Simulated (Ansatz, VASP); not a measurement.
## One calculation of Sb, two programs

```
Sb
1.0
     3.01340    0.00000    0.00000
     0.00000    3.01340    0.00000
     0.00000    0.00000    3.01340
Sb
1
Direct
  0.50000 0.50000 0.50000
```

Alike in both runs: task single point; functional PBE; k mesh 18 × 18 × 18; occupations gaussian, width 0.1 eV; no spin polarisation.

```csv
,VASP,Ansatz
version,VASP 6.6.1,Ansatz 0.2.0
potentials or method,"VASP PAW PBE potentials, release 64 (Sb), cutoff 520 eV","scalar-relativistic, plane waves, PAW"
valence electrons in the cell,5,15
```

```tsv
	VASP	Ansatz	Ansatz less VASP
gap on the k mesh at the Fermi level (eV)	none	none	-
pressure (GPa)	6.5	6.4	-0.05
```

A gap of «none» marks a metal or a gap that the smearing closes. The functional is the same, so the differences come from potentials, cutoffs and numerics. VASP's potentials hold 5 valence electrons a cell and Ansatz's 15, so a difference there can come from the potentials and not from the codes.

Neither program's run includes spin-orbit coupling.
